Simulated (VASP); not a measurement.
Input of a VASP 6.6.1 run:

Contents of INCAR:

```
  ALGO = Normal
  EDIFF = 1E-6
  ENCUT = 520
  GGA = PS
  ISIF = 2
  ISMEAR = 0
  LASPH = True
  LCHARG = False
  LREAL = False
  LWAVE = False
  NBANDS = 16
  NELM = 100
  PREC = Accurate
  SIGMA = 0.1
```

KPOINTS

```
k-points
0
Gamma
  6 6 4
```

Contents of POSCAR:

```
Si
1.0
    3.8200000000      0.0000000000      0.0000000000
   -1.9100000000      3.3082170425      0.0000000000
    0.0000000000      0.0000000000      6.3200000000
Si
4
Direct
    0.3333333333      0.6666666667      0.0000000000
    0.6666666667      0.3333333333      0.5000000000
    0.3333333333      0.6666666667      0.3740000000
    0.6666666667      0.3333333333      0.8740000000
```

Potentials or basis: VASP PAW PBE potentials, release 64 (Si).

The run is started by

```console
$ cat potpaw_PBE.64/Si/POTCAR > POTCAR
$ mpirun -np 1 vasp_std > vasp.out
```

Problem. What does it give for the pressure?

Solution. 0.5 GPa.

Problem. Predict the band gap on the k mesh.

Solution. 0.28 eV (least direct gap 0.98 eV).

Stress tensor (GPa, compression positive):
```
0.61 0.00 0.00
0.00 0.61 0.00
0.00 0.00 0.19
```

Caveat: the PAW data sets were made with another functional, which shifts forces and pressure a little. A k mesh can miss the band edges.
